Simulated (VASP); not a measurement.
A run of VASP 6.6.1:

Contents of INCAR:

```
SYSTEM = SrTiO3
PREC = Accurate
ENCUT = 520
EDIFF = 1E-6
ISMEAR = 0
SIGMA = 0.02
LREAL = .False.
LASPH = .True.
NELM = 150
ALGO = Normal
ISIF = 2
LWAVE = .False.
LCHARG = .True.
LMAXMIX = 4
LDAU = .True.
LDAUTYPE = 2
LDAUL = -1 2 -1
LDAUU = 0 4 0
LDAUJ = 0 0 0
LDAUPRINT = 1
GGA = PE
LELF = .True.
LVHAR = .True.
NBANDS = 28
```

The input KPOINTS:

```
Automatic mesh
0
Gamma
  8 8 8
  0 0 0
```

File POSCAR:

```
SrTiO3
1.0
    3.9471298222      0.0000000000      0.0000000000
    0.0000000000      3.9471298222      0.0000000000
    0.0000000000      0.0000000000      3.9471298222
Sr Ti O
1 1 3
Direct
    0.0000000000      0.0000000000      0.0000000000
    0.5000000000      0.5000000000      0.5000000000
    0.5000000000      0.0000000000      0.5000000000
    0.5000000000      0.5000000000      0.0000000000
    0.0000000000      0.5000000000      0.5000000000
```

Potentials or basis: VASP PAW PBE potentials, release 64 (Sr_sv, Ti_sv, O).

The run is started by

```bash
$ cat potpaw_PBE.64/Sr_sv/POTCAR potpaw_PBE.64/Ti_sv/POTCAR potpaw_PBE.64/O/POTCAR > POTCAR
$ mpirun -np 1 vasp_std > vasp.out
```

Hardware: 1 thread of Intel(R) Xeon(R) Platinum 8259CL CPU @ 2.50GHz (Skylake/Cascade Lake), on a shared host.

Task: How long does it take, and how much memory?

Result: Wall time 89 s on 1 thread of Intel(R) Xeon(R) Platinum 8259CL CPU @ 2.50GHz (Skylake/Cascade Lake), with other jobs on the host, peak memory 0.2 GiB. Counts: scf iterations 16, k points 35.
